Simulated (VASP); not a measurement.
# Rb2Sb (Pn-3m) in VASP: notebook

Rb2Sb is run at these levels: PBE; tasks: single point, relaxation of cell and atoms.

All numbers are computed with VASP 6.6.1; they aren't measurements. Logs are shortened: lines on timing, memory, paths and dates and some standing lists are left out, and cuts for length are marked.

## (1) The cell of the first run

The structure is cubic, space group Pn-3m (No. 224). Conventional cell: a = 7.984 Å, b = 7.984 Å, c = 7.984 Å, α = 90.00°, β = 90.00°, γ = 90.00°. Within 4.5 Å of Rb (site symmetry -3m) lie 2 Sb at 3.46 Å. Within 4.5 Å of Sb (site symmetry -43m) lie 4 Rb at 3.46 Å.

## (2) Single point, PBE

File INCAR:

```
SYSTEM = Rb2Sb
PREC     = Accurate       ! precision mode
ENCUT    = 520            ! plane-wave cutoff, eV
EDIFF    = 1E-6           ! SCF threshold, eV
ISMEAR   = 0              ! smearing method
SIGMA    = 0.1            ! smearing width, eV
LREAL    = .False.        ! projectors in reciprocal space
LASPH    = .True.         ! aspherical terms in the spheres
NELM     = 100            ! most SCF steps
ALGO     = Fast           ! electronic algorithm
ISIF     = 2              ! what is computed and relaxed
LWAVE    = .False.        ! write WAVECAR
LCHARG   = .False.        ! write CHGCAR
GGA      = PE             ! functional
NBANDS   = 32             ! bands
```

File KPOINTS:

```
regular mesh
0
Gamma
  4 4 4
  0 0 0
```

File POSCAR:

```
Rb2Sb
1.0
    7.9842994910      0.0000000000      0.0000000000
    0.0000000000      7.9842994910      0.0000000000
    0.0000000000      0.0000000000      7.9842994910
Rb Sb
4 2
Direct
    0.2500000000      0.2500000000      0.2500000000
    0.2500000000      0.7500000000      0.7500000000
    0.7500000000      0.7500000000      0.2500000000
    0.7500000000      0.2500000000      0.7500000000
    0.0000000000      0.0000000000      0.0000000000
    0.5000000000      0.5000000000      0.5000000000
```

Potentials or basis: VASP PAW PBE potentials, release 64 (Rb_sv, Sb).

Run with:

```
$ cat potpaw_PBE.64/Rb_sv/POTCAR potpaw_PBE.64/Sb/POTCAR > POTCAR
$ mpirun -np 1 vasp_std > vasp.out
```

OUTCAR:

```text
SYSTEM = Rb2Sb
   PREC = Accurate
   ENCUT = 520
   EDIFF = 1E-6
   ISMEAR = 0
   LREAL = .False.
   LASPH = .True.
   NELM = 100
   ISIF = 2
   GGA = PE

 ion  position               nearest neighbor table
   1  0.250  0.250  0.250-   5 3.46   6 3.46   4 5.65   2 5.65   3 5.65   2 5.65   4 5.65   2 5.65
                             3 5.65   2 5.65   3 5.65   4 5.65   4 5.65   3 5.65
   2  0.250  0.750  0.750-   5 3.46   6 3.46   4 5.65   1 5.65   3 5.65   1 5.65   3 5.65   1 5.65
                             4 5.65   1 5.65   3 5.65   4 5.65   3 5.65   4 5.65
   3  0.750  0.750  0.250-   5 3.46   6 3.46   4 5.65   1 5.65   2 5.65   2 5.65   4 5.65   1 5.65
                             4 5.65   4 5.65   1 5.65   2 5.65   2 5.65   1 5.65
   4  0.750  0.250  0.750-   5 3.46   6 3.46   3 5.65   1 5.65   2 5.65   1 5.65   3 5.65   2 5.65
                             3 5.65   3 5.65   1 5.65   2 5.65   1 5.65   2 5.65
   5  0.000  0.000  0.000-   1 3.46   2 3.46   3 3.46   4 3.46
   6  0.500  0.500  0.500-   1 3.46   2 3.46   3 3.46   4 3.46

  LATTYP: Found a simple cubic cell.
 ALAT       =     7.9842994910

  Lattice vectors:

 A1 = (   7.9842994910,   0.0000000000,   0.0000000000)
 A2 = (   0.0000000000,   7.9842994910,   0.0000000000)
 A3 = (   0.0000000000,   0.0000000000,   7.9842994910)

Analysis of symmetry for initial positions (statically):
=====================================================================
 Subroutine PRICEL returns:
 Original cell was already a primitive cell.

 Routine SETGRP: Setting up the symmetry group for a
 simple cubic supercell.

 Subroutine GETGRP returns: Found 48 space group operations
 (whereof 24 operations were pure point group operations)
 out of a pool of 48 trial point group operations.

The static configuration has the point symmetry T_d .
 The point group associated with its full space group is O_h .

Analysis of symmetry for dynamics (positions and initial velocities):
=====================================================================
 Subroutine PRICEL returns:
 Original cell was already a primitive cell.

 Routine SETGRP: Setting up the symmetry group for a
 simple cubic supercell.

 Subroutine GETGRP returns: Found 48 space group operations
 (whereof 24 operations were pure point group operations)
 out of a pool of 48 trial point group operations.

The dynamic configuration has the point symmetry T_d .
 The point group associated with its full space group is O_h .

 Subroutine INISYM returns: Found 48 space group operations
 (whereof 24 operations are pure point group operations),
 and found     1 'primitive' translations

----------------------------------------------------------------------------------------

                                     Primitive cell

  volume of cell :     508.9914

  direct lattice vectors                    reciprocal lattice vectors
     7.984299491  0.000000000  0.000000000     0.125245803  0.000000000  0.000000000
     0.000000000  7.984299491  0.000000000     0.000000000  0.125245803  0.000000000
     0.000000000  0.000000000  7.984299491     0.000000000  0.000000000  0.125245803

  length of vectors
     7.984299491  7.984299491  7.984299491     0.125245803  0.125245803  0.125245803

  position of ions in fractional coordinates (direct lattice)
     0.250000000  0.250000000  0.250000000
     0.250000000  0.750000000  0.750000000
     0.750000000  0.750000000  0.250000000
     0.750000000  0.250000000  0.750000000
     0.000000000  0.000000000  0.000000000
     0.500000000  0.500000000  0.500000000

  ion indices of the primitive-cell ions
   primitive index   ion index
                 1           1
                 2           2
                 3           3
                 4           4
                 5           5
                 6           6

----------------------------------------------------------------------------------------

 KPOINTS: regular mesh

Automatic generation of k-mesh.
 Grid dimensions read from file:
 generate k-points for:    4    4    4

 Generating k-lattice:

  Cartesian coordinates                     Fractional coordinates (reciprocal lattice)
     0.031311451  0.000000000  0.000000000     0.250000000  0.000000000  0.000000000
     0.000000000  0.031311451  0.000000000     0.000000000  0.250000000  0.000000000
     0.000000000  0.000000000  0.031311451     0.000000000  0.000000000  0.250000000

  Length of vectors
     0.031311451  0.031311451  0.031311451

  Shift w.r.t. Gamma in fractional coordinates (k-lattice)
     0.000000000  0.000000000  0.000000000

 Subroutine IBZKPT returns following result:
 ===========================================

 Found     10 irreducible k-points:

 Following reciprocal coordinates:
            Coordinates               Weight
  0.000000  0.000000  0.000000      1.000000
  0.250000  0.000000  0.000000      6.000000
  0.500000  0.000000  0.000000      3.000000
  0.250000  0.250000  0.000000     12.000000
  0.500000  0.250000  0.000000     12.000000
  0.500000  0.500000  0.000000      3.000000
  0.250000  0.250000  0.250000      8.000000
  0.500000  0.250000  0.250000     12.000000
  0.500000  0.500000  0.250000      6.000000
  0.500000  0.500000  0.500000      1.000000
   k-points           NKPTS =     10   k-points in BZ     NKDIM =     10   number of bands    NBANDS=     32
   number of dos      NEDOS =    301   number of ions     NIONS =      6
   total plane-waves  NPLWV = 216000
   dimension x,y,z NGX =    60 NGY =   60 NGZ =   60
   dimension x,y,z NGXF=   120 NGYF=  120 NGZF=  120
   ions per type =               4   2
   NGX,Y,Z   is equivalent  to a cutoff of  12.49, 12.49, 12.49 a.u.
   NGXF,Y,Z  is equivalent  to a cutoff of  24.99, 24.99, 24.99 a.u.
 SYSTEM =  Rb2Sb
   PREC   = accura    normal or accurate (medium, high low for compatibility)
   ISTART =      0    job   : 0-new  1-cont  2-samecut
   ICHARG =      2    charge: 1-file 2-atom 10-const
   ISPIN  =      1    spin polarized calculation?
   LNONCOLLINEAR =      F non collinear calculations
   LSORBIT =      F    spin-orbit coupling
   LASPH  =      T    aspherical Exc in radial PAW
   ENCUT  =  520.0 eV  38.22 Ry    6.18 a.u.  14.85 14.85 14.85*2*pi/ulx,y,z
   NELM   =    100;   NELMIN=  2; NELMDL= -5     # of ELM steps
   EDIFF  = 0.1E-05   stopping-criterion for ELM
   LREAL  =      F    real-space projection
   EDIFFG = 0.1E-04   stopping-criterion for IOM
   NSW    =      0    number of steps for IOM
   IBRION =     -1    ionic relax: 0-MD 1-quasi-New 2-CG
   NFREE  =      0    steps in history (QN), initial steepest desc. (CG)
   ISIF   =      2    stress and relaxation
   ISYM   =      2    0-nonsym 1-usesym 2-fastsym
   POTIM  = 0.5000    time-step for ionic-motion
   TEBEG  =    0.0;   TEEND  =   0.0 temperature during run
   PSTRESS=    0.0 pullay stress
   NELECT =      46.0000    total number of electrons
   NUPDOWN=      -1.0000    fix difference up-down
   EMIN   =  10.00;   EMAX   =-10.00  energy-range for DOS
   EFERMI =   0.00;   METHOD = LEGACY
   ISMEAR =     0;   SIGMA  =   0.10  broadening in eV -4-tet -1-fermi 0-gaus
   EFERMI_NEDOS =   21; number of points for ismear=-14 and -15
   IALGO  =     68    algorithm
   IMIX   =      4    mixing-type and parameters
     AMIX     =   0.40;   BMIX     =  1.00
     AMIX_MAG =   1.60;   BMIX_MAG =  1.00
  volume/ion in A,a.u.               =      84.83       572.47
  Fermi-wavevector in a.u.,A,eV,Ry     =   0.734667  1.388320  7.343552  0.539736
  Thomas-Fermi vector in A             =   1.827676
   LORBIT       =      0    0 simple, 1 ext, 2 COOP (PROOUT), +10 PAW based schemes
   GGA     = PE    functional components
   LHFCALC =     F    Hartree Fock is set to
   AEXX    =    0.0000 exact exchange contribution
   IVDW    =     0    specifies the selected vdW correction
   LEPSILON=     F    determine dielectric tensor
   LRPA    =     F    only Hartree local field effects (RPA)
 non-spin polarized calculation
 RMM-DIIS sequential band-by-band and
 Gauss-broadening in eV      SIGMA  =   0.10
  energy-cutoff  :      520.00
  volume of cell :      508.99
 maximum number of plane-waves:     13758
 NGX is ok and might be reduce to    60
   NGX = 29   NGY = 29   NGZ = 29

 number of electron      46.0000003 magnetization

 Free energy of the ion-electron system (eV)
  ---------------------------------------------------
  ext. energy  EPLUGINS =         0.00000000
  ---------------------------------------------------
  free energy    TOTEN  =       -11.64137102 eV

  energy without entropy =      -11.54680733  energy(sigma->0) =      -11.59408918

 E-fermi :  -0.5707     XC(G=0):  -5.1692

 val. band max:       -0.5774653854   @ k =   0.2500   0.2500   0.0000
 cond. band min:      -0.5602594855   @ k =   0.2500   0.2500   0.2500
 fundamental gap:      0.0172058999
 Fermi energy:        -0.5706848443

 k-point     1 :       0.0000    0.0000    0.0000
  band No.  band energies     occupation
      1     -28.2892      2.00000
      2     -28.2879      2.00000
      3     -28.2879      2.00000
      4     -28.2879      2.00000
      5     -12.4711      2.00000
      6     -12.4711      2.00000
[... 24 lines left out ...]
     31       2.5257      0.00000
     32       2.5257      0.00000

 k-point     2 :       0.2500    0.0000    0.0000
  band No.  band energies     occupation
      1     -28.2890      2.00000
      2     -28.2881      2.00000
      3     -28.2879      2.00000
      4     -28.2879      2.00000
      5     -12.4687      2.00000
      6     -12.4681      2.00000
[... 24 lines left out ...]
     31       2.6480      0.00000
     32       2.6880      0.00000
[... 243 lines left out ...]
     31       3.2829      0.00000
     32       3.3708      0.00000

 k-point    10 :       0.5000    0.5000    0.5000
  band No.  band energies     occupation
      1     -28.2885      2.00000
      2     -28.2881      2.00000
      3     -28.2881      2.00000
      4     -28.2881      2.00000
      5     -12.4712      2.00000
      6     -12.4712      2.00000
[... 24 lines left out ...]
     31       3.1119      0.00000
     32       3.2743      0.00000

------------------------ aborting loop because EDIFF is reached ----------------------------------------

  FORCE on cell =-STRESS in cart. coord.  units (eV):
  Direction    XX          YY          ZZ          XY          YZ          ZX
  --------------------------------------------------------------------------------------
  -------------------------------------------------------------------------------------
  Total        0.4353656      0.4353656      0.4353656     -0.0000000      0.0000000     -0.0000000
  in kB        1.3704218      1.3704218      1.3704218     -0.0000000      0.0000000     -0.0000000
  external PRESSURE =       1.3704218 kB  Pullay stress =       0.0000000 kB

 VOLUME and BASIS-vectors are now :
 -----------------------------------------------------------------------------
  energy-cutoff  :      520.00
  volume of cell :      508.99
      direct lattice vectors                 reciprocal lattice vectors
     7.984299491  0.000000000  0.000000000     0.125245803  0.000000000  0.000000000
     0.000000000  7.984299491  0.000000000     0.000000000  0.125245803  0.000000000
     0.000000000  0.000000000  7.984299491     0.000000000  0.000000000  0.125245803

 POSITION                                       TOTAL-FORCE (eV/Angst)
 -----------------------------------------------------------------------------------
      1.99607      1.99607      1.99607        -0.000000     -0.000000     -0.000000
      1.99607      5.98822      5.98822         0.000000      0.000000     -0.000000
      5.98822      5.98822      1.99607         0.000000     -0.000000     -0.000000
      5.98822      1.99607      5.98822        -0.000000      0.000000      0.000000
      0.00000      0.00000      0.00000        -0.000000      0.000000      0.000000
      3.99215      3.99215      3.99215         0.000000     -0.000000      0.000000
 -----------------------------------------------------------------------------------
    total drift:                               -0.000000     -0.000000     -0.000000

  FREE ENERGIE OF THE ION-ELECTRON SYSTEM (eV)
  ---------------------------------------------------
  free  energy   TOTEN  =       -11.6413710239 eV

  energy  without entropy=      -11.5468073285  energy(sigma->0) =      -11.59408918
```

It took 2.3 min on 1 thread of AMD EPYC 9R45 (Zen 5), shared host; peak memory 0.51 GiB.

Results:

```yaml
Free_energy: -11.6414 eV
Pressure: 0.1 GPa
Band_gap_on_the_k_mesh: zero (bands 23 and 24 overlap by 0.29 eV)
```

Caveat: spin-orbit coupling is left out, which moves the levels of the heavy elements.

(Continued in part 2 of 2.)
